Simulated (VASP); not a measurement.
Runs of VASP 6.6.1 on Cu. The structure is that of space group Pmma (No. 51), or close to it. The cells are those of the table. 

```csv
cell,k mesh,gap on the mesh (eV),moment (μB),largest force (eV/Å)
"a = 11.000, b = 9.300, c = 2.404 Å, 2 atoms",1 × 1 × 27,none,0.00,(a)
"a = 10.000, b = 9.300, c = 4.082 Å, 2 atoms",1 × 1 × 16,none,0.00,0.09
"a = 10.000, b = 9.300, c = 2.352 Å, 2 atoms",1 × 1 × 16,none,0.00,0.03
"a = 11.000, b = 9.300, c = 2.340 Å, 2 atoms",1 × 1 × 27,none,0.00,0.03
```

Alike in all rows: task single point; level PBEsol; potentials or basis VASP PAW PBE potentials, release 64 (Cu); spin collinear, ferromagnetic start; cutoff (eV) 520; smearing gaussian 0.05 eV.

**Question.** Estimate the missing entries.

**Answer.** (a) 0.18.

Caveats: the PAW data sets were made with another functional, which shifts forces and pressure a little.

A gap of «none» marks levels without a gap at the run's occupations.
